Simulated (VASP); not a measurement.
A run of VASP 6.6.1 is set up as follows.

Contents of POSCAR:

```
Au
1.0
   -1.6572690000      1.6572690000      1.7401324500
    1.6572690000     -1.6572690000      1.7401324500
    1.6572690000      1.6572690000     -1.7401324500
Au
1
Direct
    0.0000000000      0.0000000000      0.0000000000
```

Contents of INCAR.step1:

```
SYSTEM = Au
PREC = Accurate ; ENCUT = 520
ISMEAR = 0 ; SIGMA = 0.15
LREAL = .False. ; LASPH = .True.
NELM = 60 ; NBANDS = 12
GGA = PE ; ALGO = Normal
EDIFF = 1E-4 ; LWAVE = .True.
LCHARG = .False.
```

The input INCAR.step2:

```
SYSTEM = Au
PREC = Accurate ; ENCUT = 520
EDIFF = 1E-6 ; ISMEAR = 0
SIGMA = 0.15 ; LREAL = .False.
LASPH = .True. ; NELM = 60
ALGO = Normal ; ISIF = 2
LWAVE = .False. ; LCHARG = .False.
METAGGA = R2SCAN ; LMIXTAU = .True.
NBANDS = 12 ; ISTART = 1
```

The input KPOINTS:

```
regular mesh
0
Gamma
  20 20 20
  0 0 0
```

Potentials or basis: VASP PAW PBE potentials, release 64 (Au).

The run is started by

```console
$ cat potpaw_PBE.64/Au/POTCAR > POTCAR
$ cp INCAR.step1 INCAR
$ mpirun -np 1 vasp_std > vasp.out
$ cp INCAR.step2 INCAR
$ mpirun -np 1 vasp_std > vasp.out
```

Task: Estimate the pressure.

Result: -9.6 GPa.

Stress tensor (GPa, compression positive):
```
-9.71  0.00  0.00
 0.00 -9.71  0.00
 0.00  0.00 -9.36
```

Caveat: the cell differs from its parent crystal (strain +0.000 along x and y, +0.050 along z); the PAW data sets were made with another functional, which shifts forces and pressure a little.
